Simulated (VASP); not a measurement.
# Cd3Ir (Pm-3m) in VASP: notebook

Cd3Ir is run at these levels: LDA; tasks: single point.

Everything below comes from runs of VASP 6.6.1. Logs are shortened: lines on timing, memory, paths and dates and some standing lists are left out, and cuts for length are marked.

## Step 1: The cell of the first run

Symmetry: Pm-3m, No. 221, cubic system. The conventional cell has a = 4.217 Å, b = 4.217 Å, c = 4.217 Å, α = 90.00°, β = 90.00°, γ = 90.00°. Within 3.9 Å of Cd (site symmetry 4/mmm) lie 8 Cd at 2.98 Å and 4 Ir at 2.98 Å. Within 3.9 Å of Ir (site symmetry m-3m) lie 12 Cd at 2.98 Å.

## Step 2: Single point, LDA

INCAR

```
SYSTEM = Cd3Ir
PREC = Accurate
ENCUT = 520
EDIFF = 1E-6
ISMEAR = 0
SIGMA = 0.5
LREAL = .FALSE.
LASPH = .TRUE.
NELM = 80
ALGO = Normal
ISIF = 2
LWAVE = .FALSE.
LCHARG = .FALSE.
GGA = CA
NBANDS = 30
```

KPOINTS

```
regular mesh
0
G
  5 5 5
  0 0 0
```

POSCAR

```
Cd3Ir
1.0
    4.2167000000      0.0000000000      0.0000000000
    0.0000000000      4.2167000000      0.0000000000
    0.0000000000      0.0000000000      4.2167000000
Cd Ir
3 1
Direct
    0.0000000000      0.5000000000      0.5000000000
    0.5000000000      0.0000000000      0.5000000000
    0.5000000000      0.5000000000      0.0000000000
    0.0000000000      0.0000000000      0.0000000000
```

Potentials or basis: VASP PAW LDA potentials, release 64 (Cd, Ir).

Run with:

```
$ cat potpaw_LDA.64/Cd/POTCAR potpaw_LDA.64/Ir/POTCAR > POTCAR
$ mpirun -np 1 vasp_std > vasp.out
```

OUTCAR:

```text
SYSTEM = Cd3Ir
   PREC = Accurate
   ENCUT = 520
   EDIFF = 1E-6
   ISMEAR = 0
   LREAL = .FALSE.
   LASPH = .TRUE.
   NELM = 80
   ISIF = 2
   GGA = CA

 ion  position               nearest neighbor table
   1  0.000  0.500  0.500-   2 2.98   3 2.98   4 2.98   3 2.98   4 2.98   2 2.98   4 2.98   4 2.98
                             2 2.98   3 2.98   3 2.98   2 2.98
   2  0.500  0.000  0.500-   1 2.98   3 2.98   4 2.98   3 2.98   4 2.98   1 2.98   3 2.98   3 2.98
                             1 2.98   4 2.98   4 2.98   1 2.98
   3  0.500  0.500  0.000-   1 2.98   2 2.98   4 2.98   1 2.98   2 2.98   2 2.98   4 2.98   2 2.98
                             1 2.98   4 2.98   1 2.98   4 2.98
   4  0.000  0.000  0.000-   1 2.98   2 2.98   3 2.98   1 2.98   2 2.98   1 2.98   3 2.98   1 2.98
                             2 2.98   3 2.98   2 2.98   3 2.98

  LATTYP: Found a simple cubic cell.
 ALAT       =     4.2167000000

  Lattice vectors:

 A1 = (   4.2167000000,   0.0000000000,   0.0000000000)
 A2 = (   0.0000000000,   4.2167000000,   0.0000000000)
 A3 = (   0.0000000000,   0.0000000000,   4.2167000000)

Analysis of symmetry for initial positions (statically):
=====================================================================
 Subroutine PRICEL returns:
 Original cell was already a primitive cell.

 Routine SETGRP: Setting up the symmetry group for a
 simple cubic supercell.

 Subroutine GETGRP returns: Found 48 space group operations
 (whereof 48 operations were pure point group operations)
 out of a pool of 48 trial point group operations.

The static configuration has the point symmetry O_h .

Analysis of symmetry for dynamics (positions and initial velocities):
=====================================================================
 Subroutine PRICEL returns:
 Original cell was already a primitive cell.

 Routine SETGRP: Setting up the symmetry group for a
 simple cubic supercell.

 Subroutine GETGRP returns: Found 48 space group operations
 (whereof 48 operations were pure point group operations)
 out of a pool of 48 trial point group operations.

The dynamic configuration has the point symmetry O_h .

 Subroutine INISYM returns: Found 48 space group operations
 (whereof 48 operations are pure point group operations),
 and found     1 'primitive' translations

----------------------------------------------------------------------------------------

                                     Primitive cell

  volume of cell :      74.9753

  direct lattice vectors                    reciprocal lattice vectors
     4.216700000  0.000000000  0.000000000     0.237152275  0.000000000  0.000000000
[... 80 lines left out ...]
   NFREE  =      0    steps in history (QN), initial steepest desc. (CG)
   ISIF   =      2    stress and relaxation
   ISYM   =      2    0-nonsym 1-usesym 2-fastsym
   POTIM  = 0.5000    time-step for ionic-motion
   TEBEG  =    0.0;   TEEND  =   0.0 temperature during run
   PSTRESS=    0.0 pullay stress
   NELECT =      45.0000    total number of electrons
   NUPDOWN=      -1.0000    fix difference up-down
   EMIN   =  10.00;   EMAX   =-10.00  energy-range for DOS
   EFERMI =   0.00;   METHOD = LEGACY
   ISMEAR =     0;   SIGMA  =   0.50  broadening in eV -4-tet -1-fermi 0-gaus
   EFERMI_NEDOS =   21; number of points for ismear=-14 and -15
   IALGO  =     38    algorithm
   IMIX   =      4    mixing-type and parameters
     AMIX     =   0.40;   BMIX     =  1.00
     AMIX_MAG =   1.60;   BMIX_MAG =  1.00
  volume/ion in A,a.u.               =      18.74       126.49
  Fermi-wavevector in a.u.,A,eV,Ry     =   1.380934  2.609587 25.946026  1.906979
  Thomas-Fermi vector in A             =   2.505765
   LORBIT       =      0    0 simple, 1 ext, 2 COOP (PROOUT), +10 PAW based schemes
   GGA     = CA    functional components
   LHFCALC =     F    Hartree Fock is set to
   AEXX    =    0.0000 exact exchange contribution
   IVDW    =     0    specifies the selected vdW correction
   LEPSILON=     F    determine dielectric tensor
   LRPA    =     F    only Hartree local field effects (RPA)
 non-spin polarized calculation
 Gauss-broadening in eV      SIGMA  =   0.50
  energy-cutoff  :      520.00
  volume of cell :       74.98
 maximum number of plane-waves:      2030
 NGX is ok and might be reduce to    32
   NGX = 15   NGY = 15   NGZ = 15

 number of electron      45.0000038 magnetization

 Free energy of the ion-electron system (eV)
  ---------------------------------------------------
  ext. energy  EPLUGINS =         0.00000000
  ---------------------------------------------------
  free energy    TOTEN  =       -14.54883222 eV

  energy without entropy =      -14.32596842  energy(sigma->0) =      -14.43740032

 E-fermi :   3.9819     XC(G=0): -12.2363

 val. band max:        3.7801486538   @ k =   0.0000   0.0000   0.0000
 cond. band min:       4.0770087483   @ k =   0.2000   0.2000   0.2000
 fundamental gap:      0.2968600945
 Fermi energy:         3.9819285026

 k-point     1 :       0.0000    0.0000    0.0000
  band No.  band energies     occupation
      1      -6.0897      2.00000
      2      -5.7693      2.00000
      3      -5.7693      2.00000
      4      -5.7693      2.00000
      5      -5.4033      2.00000
      6      -5.4033      2.00000
[... 319 lines left out ...]
     29      16.4214      0.00000
     30      16.4214      0.00000

------------------------ aborting loop because EDIFF is reached ----------------------------------------

  FORCE on cell =-STRESS in cart. coord.  units (eV):
  Direction    XX          YY          ZZ          XY          YZ          ZX
  --------------------------------------------------------------------------------------
  -------------------------------------------------------------------------------------
  Total       -4.5577988     -4.5577988     -4.5577988     -0.0000000      0.0000000     -0.0000000
  in kB      -97.3974575    -97.3974575    -97.3974575     -0.0000000      0.0000000     -0.0000000
  external PRESSURE =     -97.3974575 kB  Pullay stress =       0.0000000 kB

 VOLUME and BASIS-vectors are now :
 -----------------------------------------------------------------------------
  energy-cutoff  :      520.00
  volume of cell :       74.98
      direct lattice vectors                 reciprocal lattice vectors
     4.216700000  0.000000000  0.000000000     0.237152275  0.000000000  0.000000000
     0.000000000  4.216700000  0.000000000     0.000000000  0.237152275  0.000000000
     0.000000000  0.000000000  4.216700000     0.000000000  0.000000000  0.237152275

 POSITION                                       TOTAL-FORCE (eV/Angst)
 -----------------------------------------------------------------------------------
      0.00000      2.10835      2.10835         0.000000      0.000000      0.000000
      2.10835      0.00000      2.10835         0.000000      0.000000      0.000000
      2.10835      2.10835      0.00000         0.000000      0.000000      0.000000
      0.00000      0.00000      0.00000         0.000000      0.000000      0.000000
 -----------------------------------------------------------------------------------
    total drift:                                0.000000     -0.000000     -0.000000

  FREE ENERGIE OF THE ION-ELECTRON SYSTEM (eV)
  ---------------------------------------------------
  free  energy   TOTEN  =       -14.5488322208 eV

  energy  without entropy=      -14.3259684207  energy(sigma->0) =      -14.43740032
```

stdout:

```text
POSCAR found type information on POSCAR CdIr
 POSCAR found :  2 types and       4 ions
 scaLAPACK will be used
 LDA part: xc-table for (Slater(with rela. corr.)+CA(PZ))
 , standard interpolation
 POSCAR, INCAR and KPOINTS ok, starting setup
 FFT: planning ... GRIDC
 FFT: planning ... GRID_SOFT
 FFT: planning ... GRID
 WAVECAR not read
 entering main loop
```

Run time: 12 s. Hardware: 1 thread of Intel Xeon Platinum 8175M at 2.50GHz (Skylake/Cascade Lake), shared host; peak memory 0.16 GiB.

What came out:

- Free energy: -14.5488 eV
- Pressure: -9.7 GPa

Caveat: spin-orbit coupling is left out, which moves the levels of the heavy elements.

## Step 3: Single point, LDA

INCAR

```
ALGO = Normal
EDIFF = 1E-6
ENCUT = 520
ISIF = 2
ISMEAR = 0
LASPH = True
LCHARG = False
LREAL = False
LWAVE = False
NBANDS = 30
NELM = 80
PREC = Accurate
SIGMA = 0.3
```

KPOINTS

```
k-points
0
Gamma
  5 5 5
```

POSCAR is that of step 2.

Potentials or basis: VASP PAW LDA potentials, release 64 (Cd, Ir).

Run with:

```
$ cat potpaw_LDA.64/Cd/POTCAR potpaw_LDA.64/Ir/POTCAR > POTCAR
$ mpirun -np 1 vasp_std > vasp.out
```

OUTCAR:

```text
EDIFF = 1E-6
   ENCUT = 520
   ISIF = 2
   ISMEAR = 0
   LASPH = True
   LREAL = False
   NELM = 80
   PREC = Accurate

 ion  position               nearest neighbor table
   1  0.000  0.500  0.500-   2 2.98   3 2.98   4 2.98   3 2.98   4 2.98   2 2.98   4 2.98   4 2.98
                             2 2.98   3 2.98   3 2.98   2 2.98
   2  0.500  0.000  0.500-   1 2.98   3 2.98   4 2.98   3 2.98   4 2.98   1 2.98   3 2.98   3 2.98
                             1 2.98   4 2.98   4 2.98   1 2.98
   3  0.500  0.500  0.000-   1 2.98   2 2.98   4 2.98   1 2.98   2 2.98   2 2.98   4 2.98   2 2.98
                             1 2.98   4 2.98   1 2.98   4 2.98
   4  0.000  0.000  0.000-   1 2.98   2 2.98   3 2.98   1 2.98   2 2.98   1 2.98   3 2.98   1 2.98
                             2 2.98   3 2.98   2 2.98   3 2.98

  LATTYP: Found a simple cubic cell.
 ALAT       =     4.2167000000

  Lattice vectors:

 A1 = (   4.2167000000,   0.0000000000,   0.0000000000)
 A2 = (   0.0000000000,   4.2167000000,   0.0000000000)
 A3 = (   0.0000000000,   0.0000000000,   4.2167000000)

Analysis of symmetry for initial positions (statically):
=====================================================================
 Subroutine PRICEL returns:
 Original cell was already a primitive cell.

 Routine SETGRP: Setting up the symmetry group for a
 simple cubic supercell.

 Subroutine GETGRP returns: Found 48 space group operations
 (whereof 48 operations were pure point group operations)
 out of a pool of 48 trial point group operations.

The static configuration has the point symmetry O_h .

Analysis of symmetry for dynamics (positions and initial velocities):
=====================================================================
 Subroutine PRICEL returns:
 Original cell was already a primitive cell.

 Routine SETGRP: Setting up the symmetry group for a
 simple cubic supercell.

[... 109 lines left out ...]
   EFERMI_NEDOS =   21; number of points for ismear=-14 and -15
   IALGO  =     38    algorithm
   IMIX   =      4    mixing-type and parameters
     AMIX     =   0.40;   BMIX     =  1.00
     AMIX_MAG =   1.60;   BMIX_MAG =  1.00
  volume/ion in A,a.u.               =      18.74       126.49
  Fermi-wavevector in a.u.,A,eV,Ry     =   1.380934  2.609587 25.946026  1.906979
  Thomas-Fermi vector in A             =   2.505765
   LORBIT       =      0    0 simple, 1 ext, 2 COOP (PROOUT), +10 PAW based schemes
   GGA     = CA    functional components
   LHFCALC =     F    Hartree Fock is set to
   AEXX    =    0.0000 exact exchange contribution
   IVDW    =     0    specifies the selected vdW correction
   LEPSILON=     F    determine dielectric tensor
   LRPA    =     F    only Hartree local field effects (RPA)
 non-spin polarized calculation
 Gauss-broadening in eV      SIGMA  =   0.30
  energy-cutoff  :      520.00
  volume of cell :       74.98
 maximum number of plane-waves:      2030
 NGX is ok and might be reduce to    32
   NGX = 15   NGY = 15   NGZ = 15

 number of electron      45.0000038 magnetization

 Free energy of the ion-electron system (eV)
  ---------------------------------------------------
  ext. energy  EPLUGINS =         0.00000000
  ---------------------------------------------------
  free energy    TOTEN  =       -14.48072448 eV

  energy without entropy =      -14.41136223  energy(sigma->0) =      -14.44604336

 E-fermi :   3.9801     XC(G=0): -12.2359

 val. band max:        3.7776094782   @ k =   0.0000   0.0000   0.0000
 cond. band min:       4.0863573206   @ k =   0.2000   0.2000   0.2000
 fundamental gap:      0.3087478424
 Fermi energy:         3.9800629501

 k-point     1 :       0.0000    0.0000    0.0000
  band No.  band energies     occupation
      1      -6.1039      2.00000
      2      -5.7776      2.00000
      3      -5.7776      2.00000
      4      -5.7776      2.00000
      5      -5.4065      2.00000
      6      -5.4065      2.00000
[... 319 lines left out ...]
     29      16.4171      0.00000
     30      16.4171      0.00000

------------------------ aborting loop because EDIFF is reached ----------------------------------------

  FORCE on cell =-STRESS in cart. coord.  units (eV):
  Direction    XX          YY          ZZ          XY          YZ          ZX
  --------------------------------------------------------------------------------------
  -------------------------------------------------------------------------------------
  Total       -4.6559986     -4.6559986     -4.6559986     -0.0000000     -0.0000000      0.0000000
  in kB      -99.4959285    -99.4959285    -99.4959285     -0.0000000     -0.0000000      0.0000000
  external PRESSURE =     -99.4959285 kB  Pullay stress =       0.0000000 kB

 VOLUME and BASIS-vectors are now :
 -----------------------------------------------------------------------------
  energy-cutoff  :      520.00
  volume of cell :       74.98
      direct lattice vectors                 reciprocal lattice vectors
     4.216700000  0.000000000  0.000000000     0.237152275  0.000000000  0.000000000
     0.000000000  4.216700000  0.000000000     0.000000000  0.237152275  0.000000000
     0.000000000  0.000000000  4.216700000     0.000000000  0.000000000  0.237152275

 POSITION                                       TOTAL-FORCE (eV/Angst)
 -----------------------------------------------------------------------------------
      0.00000      2.10835      2.10835         0.000000      0.000000      0.000000
      2.10835      0.00000      2.10835         0.000000      0.000000      0.000000
      2.10835      2.10835      0.00000         0.000000      0.000000      0.000000
      0.00000      0.00000      0.00000         0.000000      0.000000      0.000000
 -----------------------------------------------------------------------------------
    total drift:                                0.000000     -0.000000     -0.000000

  FREE ENERGIE OF THE ION-ELECTRON SYSTEM (eV)
  ---------------------------------------------------
  free  energy   TOTEN  =       -14.4807244766 eV

  energy  without entropy=      -14.4113622343  energy(sigma->0) =      -14.44604336
```

stdout:

```text
POSCAR found type information on POSCAR CdIr
 POSCAR found :  2 types and       4 ions
 scaLAPACK will be used
 LDA part: xc-table for (Slater(with rela. corr.)+CA(PZ))
 , standard interpolation
 POSCAR, INCAR and KPOINTS ok, starting setup
 FFT: planning ... GRIDC
 FFT: planning ... GRID_SOFT
 FFT: planning ... GRID
 WAVECAR not read
 entering main loop
```

It took 12 s on 1 thread of Intel Xeon Platinum 8175M at 2.50GHz (Skylake/Cascade Lake), shared host; peak memory 0.16 GiB.

What came out:

| Quantity | Value |
| --- | --- |
| Free energy | -14.4807 eV |
| Pressure | -9.9 GPa |

Levels at points of the mesh, in eV from the Fermi level:
| k point | band 19 | band 20 | band 21 | band 22 | band 23 | band 24 | band 25 | band 26 |
| --- | --- | --- | --- | --- | --- | --- | --- | --- |
| (0.00, 0.00, 0.00) | -0.95 | -0.95 | -0.95 | -0.20 | -0.20 | -0.20 | 3.37 | 4.45 |

Caveat: spin-orbit coupling is left out, which moves the levels of the heavy elements.
